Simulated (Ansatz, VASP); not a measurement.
One calculation of MgO, two programs

```
Mg O
1.0
     2.93802    0.00000    0.00000
    -1.46901    2.54440    0.00000
     0.00000    0.00000    2.67968
Mg O
1 1
Direct
  0.00000 0.00000 0.00000
  0.33333 0.66667 0.50000
```

Alike in both runs: task single point; functional LDA; k mesh 12 × 12 × 6; no spin polarisation.

```csv
,VASP,Ansatz
version,VASP 6.6.1,Ansatz 0.2.0
potentials or method,"VASP PAW LDA potentials, release 64 (Mg_sv, O), cutoff 840 eV","plane waves, PAW"
occupations,"gaussian, width 0.01 eV",fixed
valence electrons in the cell,16,16
```

VASP gave:

```
pressure (GPa)                                                : -9.0
traceless stress, the component that is largest in VASP (GPa) : -0.72
```

**Question.** What did Ansatz give for the same quantities?

**Answer.** Pressure (GPa): -9.3; traceless stress, the component that is largest in VASP (GPa): -0.85.

LDA's correlation is that of Perdew and Zunger in VASP and of Perdew and Wang (1992) in Ansatz.
